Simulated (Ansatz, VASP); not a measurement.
**Two plane-wave programs on HfN**

```
CELL_PARAMETERS angstrom
0.00000 2.25116 2.25116
2.25116 0.00000 2.25116
2.25116 2.25116 0.00000
ATOMIC_POSITIONS crystal
Hf 0.00000 0.00000 0.00000
N 0.50000 0.50000 0.50000
```

Alike in both runs: functional PBEsol; k mesh 16 × 16 × 16; occupations fermi-dirac, width 0.15 eV; no spin polarisation.

Ansatz relaxed the structure, and its values are those at the end. VASP's run is a single point on that final structure, the one shown.

|  | VASP | Ansatz |
| --- | --- | --- |
| version | VASP 6.6.1 | Ansatz 0.2.0 |
| potentials or method | VASP PAW PBE potentials, release 64 (Hf_pv, N), cutoff 520 eV | scalar-relativistic, plane waves, PAW |
| valence electrons in the cell | 15 | 31 |

```tsv
	VASP	Ansatz	Ansatz less VASP
gap on the k mesh at the Fermi level (eV)	none	none	-
pressure (GPa)	-2.2	0.0	+2.17
```

VASP's potentials were made for PBE, not for PBEsol. A gap of «none» marks a metal or a gap that the smearing closes. With one functional, cell and mesh, what is left measures potentials, basis and numerics. VASP's potentials hold 15 valence electrons a cell and Ansatz's 31, so a difference there can come from the potentials and not from the codes.

Neither program's run includes spin-orbit coupling.
